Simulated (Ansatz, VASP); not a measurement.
**Cr: VASP beside Ansatz**

Contents of INCAR:

```
SYSTEM = Cr
PREC = Accurate
ENCUT = 520
EDIFF = 1E-7
ISMEAR = -1
SIGMA = 0.1
LREAL = .False.
LASPH = .True.
NELM = 100
ALGO = Normal
ISIF = 2
LWAVE = .False.
LCHARG = .False.
NBANDS = 19
```

Contents of KPOINTS:

```
regular mesh
0
Gamma
  18 18 18
  0 0 0
```

The input POSCAR:

```
Cr
1.0
    0.0000000000      2.3682847572      2.3682847572
    2.3682847572      0.0000000000      2.3682847572
    2.3682847572      2.3682847572      0.0000000000
Cr
2
Direct
    0.1250000000      0.1250000000      0.1250000000
    0.8750000000      0.8750000000      0.8750000000
```

Input for Ansatz:

```yaml
crystal:
  lattice:
    - [0.0, 2.3682847572, 2.3682847572]
    - [2.3682847572, 0.0, 2.3682847572]
    - [2.3682847572, 2.3682847572, 0.0]
  atoms:
    - { symbol: Cr, position: [0.125, 0.125, 0.125] }
    - { symbol: Cr, position: [0.875, 0.875, 0.875] }
hamiltonian:
  xc: lda
  pseudopotentials:
    kind: paw
    azcp:
      Cr: "pseudopotentials/Cr.paw.azcp"
basis:
  ecutwfc: 420
  fft_grid_basis: typed
kpoints:
  mp_grid: { grid: [18, 18, 18], shift: [0, 0, 0] }
magnetization:
  spin_polarized: false
scf:
  occupations: { method: fermi_dirac, width: 0.1 }
output:
  stress: true
```

Alike in both runs: task single point; functional LDA; k mesh 18 × 18 × 18; occupations fermi-dirac, width 0.1 eV; no spin polarisation.

|  | VASP | Ansatz |
| --- | --- | --- |
| version | VASP 6.6.1 | Ansatz 0.2.0 |
| potentials or method | VASP PAW LDA potentials, release 64 (Cr_pv), cutoff 520 eV | plane waves (420 eV) with PAW, scalar-relativistic |
| valence electrons in the cell | 24 | 28 |

Ansatz gave:

* pressure (GPa): 20.2

**Question.** Which values does VASP return?

**Answer.** Pressure (GPa): 22.8.

Ansatz warns that its potentials were made for another functional, while VASP's fit it. LDA's correlation is that of Perdew and Zunger in VASP and of Perdew and Wang (1992) in Ansatz. VASP's potentials hold 24 valence electrons a cell and Ansatz's 28, so a difference there can come from the potentials and not from the codes.
